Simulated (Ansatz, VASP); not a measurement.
**One calculation of Hf, two programs**

```
Hf
1.0
     2.60584    0.00000    0.00000
    -1.30292    2.25673    0.00000
     0.00000    0.00000    4.44232
Hf
2
Direct
  0.33333 0.66667 0.25000
  0.66667 0.33333 0.75000
```

Change from the starting cell: volume scaled by 0.58, LAPW.

Alike in both runs: task single point; functional PBE; k mesh 14 × 14 × 8; occupations fermi-dirac, width 0.05 eV; no spin polarisation.

|  | VASP | Ansatz |
| --- | --- | --- |
| version | VASP 6.6.1 | Ansatz 0.2.0 |
| potentials or method | VASP PAW PBE potentials, release 64 (Hf_pv), cutoff 520 eV | all-electron LAPW, scalar-relativistic |

Ansatz gave:

```
pressure (GPa)                                                : 144.3
traceless stress, the component that is largest in VASP (GPa) : 0.31
```

**Question.** Estimate VASP's values.

**Answer.** Pressure (GPa): 142.0; traceless stress, the component that is largest in VASP (GPa): -0.22.

Both programs put the cell under a high pressure, so it lies far from rest at this level. Ansatz ran all-electron here, and VASP with PAW potentials.

Neither program's run includes spin-orbit coupling. Noted on VASP's run: the cell as given lies far from equilibrium.
